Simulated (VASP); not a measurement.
# Pt (Im-3m) in VASP: a series of runs, part 2 of 2

VASP 6.6.1. The steps go on from the part before.

### Step 5. Relaxation of cell and atoms, r2SCAN, target pressure 2 GPa, at which the enthalpy is minimised

This run uses another cell than the first one, of 15.90 Å³/atom, 1.028 times its volume.

Input file POSCAR:

```
Pt
1.0
   -1.5842200000      1.5842200000      1.5842200000
    1.5842200000     -1.5842200000      1.5842200000
    1.5842200000      1.5842200000     -1.5842200000
Pt
1
Direct
    0.0000000000      0.0000000000      0.0000000000
```

Input file INCAR.step1:

```
SYSTEM = Pt
PREC = Accurate
ENCUT = 600
ISMEAR = -1
SIGMA = 0.1
LREAL = .FALSE.
LASPH = .TRUE.
NELM = 60
GGA = PE
ALGO = Normal
EDIFF = 1E-4
LWAVE = .TRUE.
LCHARG = .FALSE.
```

Input file INCAR.step2:

```
SYSTEM = Pt
PREC = Accurate
ENCUT = 600
EDIFF = 1E-6
ISMEAR = -1
SIGMA = 0.1
LREAL = .FALSE.
LASPH = .TRUE.
NELM = 60
ALGO = Normal
ISIF = 3
LWAVE = .FALSE.
LCHARG = .FALSE.
METAGGA = R2SCAN
LMIXTAU = .TRUE.
IBRION = 2
NSW = 80
EDIFFG = -0.005
PSTRESS = 20.0
ISTART = 1
```

Input file KPOINTS:

```
regular mesh
0
G
  15 15 15
  0 0 0
```

Potentials or basis: VASP PAW PBE potentials, release 64 (Pt).

Launch:

```console
$ cat potpaw_PBE.64/Pt/POTCAR > POTCAR
$ cp INCAR.step1 INCAR
$ mpirun -np 1 vasp_std > vasp.out
$ cp INCAR.step2 INCAR
$ mpirun -np 1 vasp_std > vasp.out
```

OUTCAR:

```text
SYSTEM = Pt
   PREC = Accurate
   ENCUT = 600
   EDIFF = 1E-6
   ISMEAR = -1
   LREAL = .FALSE.
   LASPH = .TRUE.
   NELM = 60
   ISIF = 3
   METAGGA = R2SCAN
   IBRION = 2
   NSW = 80
   EDIFFG = -0.005
   PSTRESS = 20.0
   ISTART = 1

 ion  position               nearest neighbor table
   1  0.000  0.000  0.000-

  LATTYP: Found a body centered cubic cell.
 ALAT       =     3.1684400000

  Lattice vectors:

 A1 = (  -1.5842200000,   1.5842200000,   1.5842200000)
 A2 = (   1.5842200000,  -1.5842200000,   1.5842200000)
 A3 = (   1.5842200000,   1.5842200000,  -1.5842200000)

Analysis of symmetry for initial positions (statically):
=====================================================================
 Subroutine PRICEL returns:
[... 175 lines left out ...]
 cond. band min:       9.9022643940   @ k =   0.4667   0.0667  -0.0000
 fundamental gap:      0.0608467215
 Fermi energy:         9.8593821699

 k-point     1 :       0.0000    0.0000    0.0000
  band No.  band energies     occupation
      1       0.1795      2.00000
      2       6.2707      2.00000
      3       6.2707      2.00000
      4       6.2707      2.00000
      5       8.7457      1.99997
      6       8.7457      1.99997
      7      27.9357      0.00000
      8      27.9358      0.00000
      9      27.9358      0.00000
[... 460 lines left out ...]
--------------------------------------- Ionic step        6  -------------------------------------------

 number of electron      10.0000001 magnetization

 Free energy of the ion-electron system (eV)
  ---------------------------------------------------
  ext. energy  EPLUGINS =         0.00000000
  ---------------------------------------------------
  free energy    TOTEN  =       -51.42818343 eV

  energy without entropy =      -51.40418112  energy(sigma->0) =      -51.41618228

 E-fermi :  10.4275     XC(G=0): -14.4540

 val. band max:       10.4143045862   @ k =  -0.4000   0.4000   0.3333
 cond. band min:      10.4396665189   @ k =   0.4667   0.0667  -0.0000
 fundamental gap:      0.0253619328
 Fermi energy:        10.4274646727

 k-point     1 :       0.0000    0.0000    0.0000
  band No.  band energies     occupation
      1       0.4033      2.00000
      2       6.6615      2.00000
      3       6.6615      2.00000
      4       6.6615      2.00000
      5       9.2588      1.99998
      6       9.2588      1.99998
      7      28.4973      0.00000
      8      28.4973      0.00000
      9      28.4973      0.00000
[... 308 lines left out ...]
  energy  without entropy=      -51.4041811166  energy(sigma->0) =      -51.41618228

  enthalpy is  TOTEN    =       -51.2358790448 eV   P V=        0.1923043896

 reached required accuracy - stopping structural energy minimisation
```

OUTCAR.step1:

```text
SYSTEM = Pt
   PREC = Accurate
   ENCUT = 600
   ISMEAR = -1
   LREAL = .FALSE.
   LASPH = .TRUE.
[... 507 lines left out ...]
 -----------------------------------------------------------------------------------
      0.00000      0.00000      0.00000         0.000000     -0.000000     -0.000000
 -----------------------------------------------------------------------------------
    total drift:                                0.000000      0.000000     -0.000000

  FREE ENERGIE OF THE ION-ELECTRON SYSTEM (eV)
  ---------------------------------------------------
  free  energy   TOTEN  =        -6.0241763979 eV

  energy  without entropy=       -5.9951108805  energy(sigma->0) =       -6.00964364
```

OSZICAR.step1:

```text
N       E                     dE             d eps       ncg     rms          rms(c)
DAV:   1     0.407974144440E+02    0.40797E+02   -0.60118E+03  2192   0.116E+03
DAV:   2    -0.589126606681E+01   -0.46689E+02   -0.45286E+02  2277   0.196E+02
DAV:   3    -0.638537285342E+01   -0.49411E+00   -0.48967E+00  2433   0.206E+01
DAV:   4    -0.638720738097E+01   -0.18345E-02   -0.18345E-02  2348   0.136E+00
DAV:   5    -0.638722135002E+01   -0.13969E-04   -0.13971E-04  2354   0.113E-01    0.107E+01
DAV:   6    -0.605803036982E+01    0.32919E+00   -0.90713E-01  2173   0.843E+00    0.568E+00
DAV:   7    -0.602711515101E+01    0.30915E-01   -0.13121E-01  2253   0.311E+00    0.237E+00
DAV:   8    -0.602439645840E+01    0.27187E-02   -0.60233E-03  2233   0.764E-01    0.513E-01
DAV:   9    -0.602417312467E+01    0.22333E-03   -0.33235E-04  2174   0.175E-01    0.302E-02
DAV:  10    -0.602417639790E+01   -0.32732E-05   -0.36807E-06  1105   0.180E-02
   1 F= -.60241764E+01 E0= -.60096436E+01  d E =-.290655E-01
```

It took 1.8 min on 1 thread of Intel Xeon 6975P-C (Granite Rapids), shared host; peak memory 0.18 GiB.

What came out:

```yaml
Free_energy: -51.4282 eV
Relaxed_volume: 15.41 Å³/atom
Relaxed_cell: a = 2.715 Å, b = 2.715 Å, c = 2.715 Å, α = 109.47°, β = 109.47°, γ = 109.47°
Space_group_after_relaxing_to_0.05_Å: Im-3m (No. 229)
Energy_change_on_relaxing_the_enthalpy_is_what_falls: -6.7 meV/atom
Ionic_steps: 6
Pressure_after_relaxing: 2.0 GPa
Band_gap_on_the_k_mesh: zero (band 5 reaches 11.46 eV, above the bottom of band 6 at 9.10 eV)
```

The path:
```
step  energy change (eV)  largest force (eV/Å)  pressure (GPa)  volume (Å³)
   1              0.0000                0.0000           -5.94        15.90
   2              0.1098                0.0000           30.48        14.16
   3             -0.0069                0.0000            1.75        15.42
   4             -0.0067                0.0000            2.06        15.40
   5             -0.0068                0.0000            1.73        15.41
   6             -0.0067                0.0000            1.98        15.41
```

Final structure:
```xyz
1
Lattice="-1.5675 1.5675 1.5675 1.5675 -1.5675 1.5675 1.5675 1.5675 -1.5675" Properties=species:S:1:pos:R:3 pbc="T T T"
Pt    0.0000    0.0000    0.0000
```

Caveat: the cell is relaxed towards a set pressure, so the enthalpy falls and the energy may rise; the PAW data sets were made with another functional, which shifts forces and pressure a little; spin-orbit coupling is left out, which moves the levels of the heavy elements.

### Step 6. Relaxation of cell and atoms, r2SCAN, target pressure 4 GPa, at which the enthalpy is minimised

This run uses another cell than the first one, of 15.90 Å³/atom, 1.028 times its volume.

POSCAR is that of step 5.

Input file INCAR.step1:

```
  PREC = Accurate
  ENCUT = 600
  ISMEAR = -1
  SIGMA = 0.1
  LREAL = F
  LASPH = T
  NELM = 100
  GGA = PE
  ALGO = Normal
  EDIFF = 1E-4
  LWAVE = T
  LCHARG = F
```

Input file INCAR.step2:

```
  PREC = Accurate
  ENCUT = 600
  EDIFF = 1E-7
  ISMEAR = -1
  SIGMA = 0.1
  LREAL = F
  LASPH = T
  NELM = 100
  ALGO = Normal
  ISIF = 3
  LWAVE = F
  LCHARG = F
  METAGGA = R2SCAN
  LMIXTAU = T
  IBRION = 2
  NSW = 80
  EDIFFG = -0.005
  PSTRESS = 40.0
  ISTART = 1
```

Input file KPOINTS:

```
regular mesh
0
Gamma
  15 15 15
```

Potentials or basis: VASP PAW PBE potentials, release 64 (Pt).

Launch:

```console
$ cat potpaw_PBE.64/Pt/POTCAR > POTCAR
$ cp INCAR.step1 INCAR
$ mpirun -np 1 vasp_std > vasp.out
$ cp INCAR.step2 INCAR
$ mpirun -np 1 vasp_std > vasp.out
```

OUTCAR:

```text
PREC = Accurate
   ENCUT = 600
   EDIFF = 1E-7
   ISMEAR = -1
   LREAL = F
   LASPH = T
   NELM = 100
   ISIF = 3
   METAGGA = R2SCAN
   IBRION = 2
   NSW = 80
   EDIFFG = -0.005
   PSTRESS = 40.0
   ISTART = 1

 ion  position               nearest neighbor table
   1  0.000  0.000  0.000-

  LATTYP: Found a body centered cubic cell.
 ALAT       =     3.1684400000

  Lattice vectors:

 A1 = (  -1.5842200000,   1.5842200000,   1.5842200000)
 A2 = (   1.5842200000,  -1.5842200000,   1.5842200000)
 A3 = (   1.5842200000,   1.5842200000,  -1.5842200000)

Analysis of symmetry for initial positions (statically):
=====================================================================
 Subroutine PRICEL returns:
 Original cell was already a primitive cell.

 Routine SETGRP: Setting up the symmetry group for a
 body centered cubic supercell.

 Subroutine GETGRP returns: Found 48 space group operations
 (whereof 48 operations were pure point group operations)
 out of a pool of 48 trial point group operations.

The static configuration has the point symmetry O_h .

Analysis of symmetry for dynamics (positions and initial velocities):
=====================================================================
 Subroutine PRICEL returns:
 Original cell was already a primitive cell.

[... 138 lines left out ...]
  energy-cutoff  :      600.00
  volume of cell :       15.90
 maximum number of plane-waves:       555
 NGX is ok and might be reduce to    24
   NGX = 11   NGY = 11   NGZ = 11

--------------------------------------- Ionic step        1  -------------------------------------------

 number of electron       9.9999999 magnetization

 Free energy of the ion-electron system (eV)
  ---------------------------------------------------
  ext. energy  EPLUGINS =         0.00000000
  ---------------------------------------------------
  free energy    TOTEN  =       -51.42143353 eV

  energy without entropy =      -51.39592652  energy(sigma->0) =      -51.40868002

 E-fermi :   9.8595     XC(G=0): -14.2272

 val. band max:        9.8415107689   @ k =  -0.4000   0.4000   0.3333
 cond. band min:       9.9022922735   @ k =   0.4667   0.0667  -0.0000
 fundamental gap:      0.0607815046
 Fermi energy:         9.8594528432

 k-point     1 :       0.0000    0.0000    0.0000
  band No.  band energies     occupation
      1       0.1794      2.00000
      2       6.2708      2.00000
      3       6.2708      2.00000
      4       6.2708      2.00000
      5       8.7458      1.99997
      6       8.7458      1.99997
      7      27.9357      0.00000
      8      27.9357      0.00000
      9      27.9357      0.00000
[... 497 lines left out ...]
--------------------------------------- Ionic step        7  -------------------------------------------

 number of electron      10.0000001 magnetization

 Free energy of the ion-electron system (eV)
  ---------------------------------------------------
  ext. energy  EPLUGINS =         0.00000000
  ---------------------------------------------------
  free energy    TOTEN  =       -51.42603740 eV

  energy without entropy =      -51.40238156  energy(sigma->0) =      -51.41420948

 E-fermi :  10.5660     XC(G=0): -14.5086

 val. band max:       10.5542061010   @ k =  -0.4000   0.4000   0.3333
 cond. band min:      10.5708568482   @ k =   0.4667   0.0667  -0.0000
 fundamental gap:      0.0166507473
 Fermi energy:        10.5660374060

 k-point     1 :       0.0000    0.0000    0.0000
  band No.  band energies     occupation
      1       0.4582      2.00000
      2       6.7567      2.00000
      3       6.7567      2.00000
      4       6.7567      2.00000
      5       9.3839      1.99999
      6       9.3839      1.99999
      7      28.6326      0.00000
      8      28.6326      0.00000
      9      28.6326      0.00000
[... 308 lines left out ...]
  energy  without entropy=      -51.4023815552  energy(sigma->0) =      -51.41420948

  enthalpy is  TOTEN    =       -51.0443402155 eV   P V=        0.3816971825

 reached required accuracy - stopping structural energy minimisation
```

OUTCAR.step1:

```text
PREC = Accurate
   ENCUT = 600
   ISMEAR = -1
   LREAL = F
   LASPH = T
   NELM = 100
[... 504 lines left out ...]

 POSITION                                       TOTAL-FORCE (eV/Angst)
 -----------------------------------------------------------------------------------
      0.00000      0.00000      0.00000         0.000000     -0.000000     -0.000000
 -----------------------------------------------------------------------------------
    total drift:                                0.000000      0.000000     -0.000000

  FREE ENERGIE OF THE ION-ELECTRON SYSTEM (eV)
  ---------------------------------------------------
  free  energy   TOTEN  =        -6.0241763979 eV

  energy  without entropy=       -5.9951108805  energy(sigma->0) =       -6.00964364
```

Wall time 2.5 min (1 thread of Intel Xeon 6975P-C (Granite Rapids), shared host); peak memory 0.19 GiB.

Results:

```
Free energy                                            : -51.4260 eV
Relaxed volume                                         : 15.29 Å³/atom
Relaxed cell                                           : a = 2.708 Å, b = 2.708 Å, c = 2.708 Å, α = 109.47°, β = 109.47°, γ = 109.47°
Space group after relaxing (to 0.05 Å)                 : Im-3m (No. 229)
Energy change on relaxing (the enthalpy is what falls) : -4.6 meV/atom
Ionic steps                                            : 7
Pressure after relaxing                                : 4.0 GPa
Band gap on the k mesh                                 : zero (band 5 reaches 11.61 eV, above the bottom of band 6 at 9.23 eV)
```

The path:
| step | energy change (eV) | largest force (eV/Å) | pressure (GPa) | volume (Å³) |
| --- | --- | --- | --- | --- |
| 1 | 0.0000 | 0.0000 | -5.96 | 15.90 |
| 2 | 0.2077 | 0.0000 | 44.07 | 13.73 |
| 3 | -0.0052 | 0.0000 | 3.59 | 15.31 |
| 4 | -0.0047 | 0.0000 | 3.93 | 15.29 |
| 5 | -0.0044 | 0.0000 | 4.15 | 15.28 |
| 6 | -0.0051 | 0.0000 | 3.65 | 15.31 |
| 7 | -0.0046 | 0.0000 | 4.03 | 15.29 |

Final structure:
```yaml
crystal:
  lattice:
    - [-1.56352, 1.56352, 1.56352]
    - [1.56352, -1.56352, 1.56352]
    - [1.56352, 1.56352, -1.56352]
  atoms:
    - { symbol: Pt, position: [0.00000, 0.00000, 0.00000] }
```

Caveat: the cell is relaxed towards a set pressure, so the enthalpy falls and the energy may rise; the PAW data sets were made with another functional, which shifts forces and pressure a little; spin-orbit coupling is left out, which moves the levels of the heavy elements.

### Step 7. The runs side by side

| task | cell | cutoff (eV) | gap on the mesh (eV) | pressure (GPa) |
| --- | --- | --- | --- | --- |
| single point | a = 2.719 Å, angles 109.5°, 1 atom | 520 | none | 0.7 |
| single point | a = 2.712 Å, angles 109.5°, 1 atom | 520 | none | 2.6 |
| relaxation of cell and atoms | relaxed from a = 2.744 Å, angles 109.5°, 1 atom | 600 | none | 0.0 |
| relaxation of cell and atoms | relaxed to 2 GPa from a = 2.744 Å, angles 109.5°, 1 atom | 600 | none | 2.0 |
| relaxation of cell and atoms | relaxed to 4 GPa from a = 2.744 Å, angles 109.5°, 1 atom | 600 | none | 4.0 |

Alike in all rows: level r2SCAN; potentials or basis VASP PAW PBE potentials, release 64 (Pt); no spin polarisation; k mesh 15 × 15 × 15; smearing fermi-dirac 0.1 eV.

Caveats: the PAW data sets were made with another functional, which shifts forces and pressure a little; spin-orbit coupling is left out, which moves the levels of the heavy elements; the cell is relaxed towards a set pressure, so the enthalpy falls and the energy may rise (some runs).

Absolute energies hang on the potentials; compare differences alone.
